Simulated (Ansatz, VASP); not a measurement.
## Two plane-wave programs on WS2

```
W S
1.0
     1.65795    0.95722    6.47150
    -1.65795    0.95722    6.47150
     0.00000   -1.91444    6.47150
W S
1 2
Cartesian
  0.0000 0.0000 0.0000
  0.0000 0.0000 14.5667
  0.0000 0.0000 11.2798
```

Change from the starting cell: strain +0.050 along x and y, +0.050 along z, atoms carried along.

Alike in both runs: task single point; functional PBE; dispersion D3(BJ); k mesh 12 × 12 × 12; occupations gaussian, width 0.05 eV; no spin polarisation.

```csv
,VASP,Ansatz
version,VASP 6.6.1,Ansatz 0.2.0
potentials or method,"VASP PAW PBE potentials, release 64 (W_sv, S), cutoff 520 eV","scalar-relativistic, plane waves, PAW"
valence electrons in the cell,26,26
```

|  | VASP | Ansatz | Ansatz less VASP |
| --- | --- | --- | --- |
| gap on the k mesh at the Fermi level (eV) | 1.10 | 1.09 | -0.011 |
| least direct gap on the mesh (eV) | 1.56 | 1.56 | -0.002 |
| pressure (GPa) | -17.3 | -17.2 | +0.05 |
| traceless stress, the component that is largest in VASP (GPa) | -0.86 | -0.87 | -0.007 |
| rms of the force components (eV/Å) | 0.916 | 0.917 | +0.0003 |

Atom by atom the forces differ by 0.000 eV/Å (rms over components).

Spin-orbit coupling is off throughout.
